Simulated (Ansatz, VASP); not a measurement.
One calculation of WC, two programs

```
W C
1.0
     2.90050    0.00000    0.00000
    -1.45025    2.51191    0.00000
     0.00000    0.00000    2.82900
W C
1 1
Cartesian
  0.2121 0.2121 -0.3000
  1.4503 0.8373 1.4145
```

Alike in both runs: task single point; functional PBEsol; k mesh 18 × 18 × 16; occupations methfessel-paxton of order 1, width 0.2 eV; no spin polarisation.

|  | VASP | Ansatz |
| --- | --- | --- |
| version | VASP 6.6.1 | Ansatz 0.2.0 |
| potentials or method | VASP PAW PBE potentials, release 64 (W_sv, C), cutoff 520 eV | scalar-relativistic, plane waves, PAW |
| valence electrons in the cell | 18 | 18 |

Ansatz gave:

- gap on the k mesh at the Fermi level (eV): none
- rms of the force components (eV/Å): 5.510

Question: Estimate VASP's values.

Answer: gap on the k mesh at the Fermi level (eV): none; rms of the force components (eV/Å): 5.573.

VASP's potentials were made for PBE, not for PBEsol. Atom by atom the forces differ by 0.063 eV/Å (rms over components). A gap of «none» marks a metal or a gap that the smearing closes. With one functional, cell and mesh, what is left measures potentials, basis and numerics.

Spin-orbit coupling is off throughout.
